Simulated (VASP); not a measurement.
# PbSe (F-43m) in VASP: a series of runs, part 2 of 2

VASP 6.6.1. Earlier steps stand in the parts before.

## (5) Single point, LDA

File INCAR:

```
SYSTEM = PbSe
PREC = Accurate
ENCUT = 500
EDIFF = 1E-6
ISMEAR = 0
SIGMA = 0.01
LREAL = .False.
LASPH = .True.
NELM = 120
ALGO = Normal
ISIF = 2
LWAVE = .False.
LCHARG = .True.
LELF = .True.
LVHAR = .True.
NBANDS = 17
GGA_COMPAT = .False.
```

File KPOINTS:

```
regular mesh
0
Gamma
  2 2 2
  0 0 0
```

File POSCAR:

```
PbSe
1.0
    0.0000000000      3.4232041310      3.4232041310
    3.4232041310      0.0000000000      3.4232041310
    3.4232041310      3.4232041310      0.0000000000
Pb Se
1 1
Direct
    0.0000000000      0.0000000000      0.0000000000
    0.2500000000      0.2500000000      0.2500000000
```

Potentials or basis: VASP PAW LDA potentials, release 64 (Pb_d, Se).

The run is started by

```
$ cat potpaw_LDA.64/Pb_d/POTCAR potpaw_LDA.64/Se/POTCAR > POTCAR
$ mpirun -np 1 vasp_std > vasp.out
```

It took 7.1 s on 1 thread of Intel Xeon 6975P-C, shared host; peak memory 0.17 GiB.

The run converged. Its results:

```yaml
Free_energy: -9.0408 eV
Pressure: -2.9 GPa
Band_gap_on_the_k_mesh: 1.01 eV, direct
```

Levels at points of the mesh, in eV from the valence-band top:
```
           k point  band 7  band 8  band 9  band 10  band 11  band 12  band 13  band 14
(0.00, 0.00, 0.00)   -5.94   -1.07   -1.07    -1.07     2.56     2.56     2.56     4.99
(0.50, 0.00, 0.00)   -7.41   -1.62   -1.62    -1.54     3.32     3.32     4.06     6.82
(0.50, 0.50, 0.00)   -7.76   -2.33   -2.33     0.00     1.01     5.30     5.30     6.27
```

Caveat: the k points lie up to 0.79 Å⁻¹ apart; spin-orbit coupling is left out, which moves the levels of the heavy elements.

## (6) Single point, PBE

File INCAR:

```
PREC = Accurate ; ENCUT = 500
EDIFF = 1E-6 ; ISMEAR = 0
SIGMA = 0.2 ; LREAL = F
LASPH = T ; NELM = 120
ALGO = Normal ; ISIF = 2
LWAVE = F ; LCHARG = T
GGA = PE ; LELF = T
LVHAR = T ; NBANDS = 17
GGA_COMPAT = F
```

File KPOINTS:

```
Automatic mesh
0
Gamma
  4 4 4
```

POSCAR is that of step 5.

Potentials or basis: VASP PAW PBE potentials, release 64 (Pb_d, Se).

The run is started by

```
$ cat potpaw_PBE.64/Pb_d/POTCAR potpaw_PBE.64/Se/POTCAR > POTCAR
$ mpirun -np 1 vasp_std > vasp.out
```

OUTCAR:

```text
PREC = Accurate
   ENCUT = 500
   EDIFF = 1E-6
   ISMEAR = 0
   LREAL = F
   LASPH = T
   NELM = 120
   ISIF = 2
   GGA = PE

 ion  position               nearest neighbor table
   1  0.000  0.000  0.000-   2 2.96   2 2.96   2 2.96   2 2.96
   2  0.250  0.250  0.250-   1 2.96   1 2.96   1 2.96   1 2.96

  LATTYP: Found a face centered cubic cell.
 ALAT       =     6.8464082620

  Lattice vectors:

 A1 = (   0.0000000000,   3.4232041310,   3.4232041310)
 A2 = (   3.4232041310,   0.0000000000,   3.4232041310)
 A3 = (   3.4232041310,   3.4232041310,   0.0000000000)

Analysis of symmetry for initial positions (statically):
=====================================================================
 Subroutine PRICEL returns:
 Original cell was already a primitive cell.

 Routine SETGRP: Setting up the symmetry group for a
 face centered cubic supercell.

 Subroutine GETGRP returns: Found 24 space group operations
 (whereof 24 operations were pure point group operations)
 out of a pool of 48 trial point group operations.

The static configuration has the point symmetry T_d .

Analysis of symmetry for dynamics (positions and initial velocities):
[... 143 lines left out ...]

 val. band max:        2.3518253407   @ k =  -0.2500   0.5000   0.2500
 cond. band min:       2.9740140121   @ k =   0.5000   0.5000   0.0000
 fundamental gap:      0.6221886713
 Fermi energy:         2.6821282979

 k-point     1 :       0.0000    0.0000    0.0000
  band No.  band energies     occupation
      1     -14.4579      2.00000
      2     -14.4579      2.00000
      3     -14.4579      2.00000
      4     -14.4271      2.00000
      5     -14.4271      2.00000
      6     -10.4513      2.00000
[... 137 lines left out ...]
      4     -14.4295      2.00000
      5     -14.4239      2.00000
      6      -9.6216      2.00000
[... 9 lines left out ...]
     16      11.5857      0.00000
     17      11.6640      0.00000

------------------------ aborting loop because EDIFF is reached ----------------------------------------

  FORCE on cell =-STRESS in cart. coord.  units (eV):
  Direction    XX          YY          ZZ          XY          YZ          ZX
  --------------------------------------------------------------------------------------
  -------------------------------------------------------------------------------------
  Total        0.3377661      0.3377661      0.3377661      0.0000000      0.0000000      0.0000000
  in kB        6.7452536      6.7452536      6.7452536      0.0000000      0.0000000      0.0000000
  external PRESSURE =       6.7452536 kB  Pullay stress =       0.0000000 kB

 VOLUME and BASIS-vectors are now :
 -----------------------------------------------------------------------------
  energy-cutoff  :      500.00
  volume of cell :       80.23
      direct lattice vectors                 reciprocal lattice vectors
     0.000000000  3.423204131  3.423204131    -0.146061988  0.146061988  0.146061988
     3.423204131  0.000000000  3.423204131     0.146061988 -0.146061988  0.146061988
     3.423204131  3.423204131  0.000000000     0.146061988  0.146061988 -0.146061988

 POSITION                                       TOTAL-FORCE (eV/Angst)
 -----------------------------------------------------------------------------------
      0.00000      0.00000      0.00000         0.000000      0.000000      0.000000
      1.71160      1.71160      1.71160        -0.000000     -0.000000     -0.000000
 -----------------------------------------------------------------------------------
    total drift:                                0.000000      0.000000      0.000000

  FREE ENERGIE OF THE ION-ELECTRON SYSTEM (eV)
  ---------------------------------------------------
  free  energy   TOTEN  =        -7.8409993402 eV

  energy  without entropy=       -7.8396790240  energy(sigma->0) =       -7.84033918
```

OSZICAR:

```text
N       E                     dE             d eps       ncg     rms          rms(c)
DAV:   1     0.155242612034E+03    0.15524E+03   -0.89730E+03   272   0.108E+03
DAV:   2     0.542001731988E+01   -0.14982E+03   -0.14519E+03   273   0.278E+02
DAV:   3    -0.791290856681E+01   -0.13333E+02   -0.13268E+02   350   0.927E+01
DAV:   4    -0.827544222990E+01   -0.36253E+00   -0.36227E+00   334   0.187E+01
DAV:   5    -0.828816422207E+01   -0.12722E-01   -0.12722E-01   376   0.329E+00    0.304E+00
DAV:   6    -0.784025943667E+01    0.44790E+00   -0.12363E+00   411   0.641E+00    0.173E+00
DAV:   7    -0.783510685588E+01    0.51526E-02   -0.15661E-01   282   0.170E+00    0.899E-01
DAV:   8    -0.784037504203E+01   -0.52682E-02   -0.18080E-02   316   0.140E+00    0.133E-01
DAV:   9    -0.784050395429E+01   -0.12891E-03   -0.58573E-03   377   0.575E-01    0.106E-01
DAV:  10    -0.784087043330E+01   -0.36648E-03   -0.64252E-04   275   0.175E-01    0.343E-02
DAV:  11    -0.784098312001E+01   -0.11269E-03   -0.20104E-04   327   0.102E-01    0.197E-02
DAV:  12    -0.784099775267E+01   -0.14633E-04   -0.39911E-05   296   0.546E-02    0.559E-03
DAV:  13    -0.784099895284E+01   -0.12002E-05   -0.16320E-06   314   0.112E-02    0.275E-03
DAV:  14    -0.784099934020E+01   -0.38737E-06   -0.13844E-06   244   0.833E-03
   1 F= -.78409993E+01 E0= -.78403392E+01  d E =-.132032E-02
```

Run time: 15 s. Hardware: 1 thread of Intel Xeon 6975P-C, shared host; peak memory 0.2 GiB.

What came out:

```yaml
Free_energy: -7.8410 eV
Pressure: 0.7 GPa
Band_gap_on_the_k_mesh: 0.62 eV, indirect (least direct gap 1.15 eV)
```

Caveat: spin-orbit coupling is left out, which moves the levels of the heavy elements. A k mesh can miss the band edges.

## (7) Summary

```tsv
level	potentials or basis	k mesh	cutoff (eV)	smearing	grid for exact exchange (PRECFOCK)	share of exact exchange	screening parameter	gap on the mesh (eV)	pressure (GPa)
PBE-based screened hybrid	VASP PAW PBE potentials, release 64 (Pb_d, Se)	4 × 4 × 4	520	gaussian 0.01 eV	Normal	0.1	0.1 1/Å	0.90	0.4
HSE06	VASP PAW PBE potentials, release 64 (Pb_d, Se)	4 × 4 × 4	520	gaussian 0.01 eV	Normal	-	0.2079 1/Å	1.07	0.0
PBE	VASP PAW PBE potentials, release 64 (Pb_d, Se)	2 × 2 × 2	500	gaussian 0.01 eV	-	-	-	1.17	-0.3
LDA	VASP PAW LDA potentials, release 64 (Pb_d, Se)	2 × 2 × 2	500	gaussian 0.01 eV	-	-	-	1.01	-2.9
PBE	VASP PAW PBE potentials, release 64 (Pb_d, Se)	4 × 4 × 4	500	gaussian 0.2 eV	-	-	-	0.62	0.7
```

Alike in all rows: task single point; no spin polarisation; cell as given.

Caveats: some runs use coarse meshes; spin-orbit coupling is left out, which moves the levels of the heavy elements; the PAW data sets were made with another functional, which shifts forces and pressure a little (some runs).

Absolute energies hang on the potentials; compare differences alone.
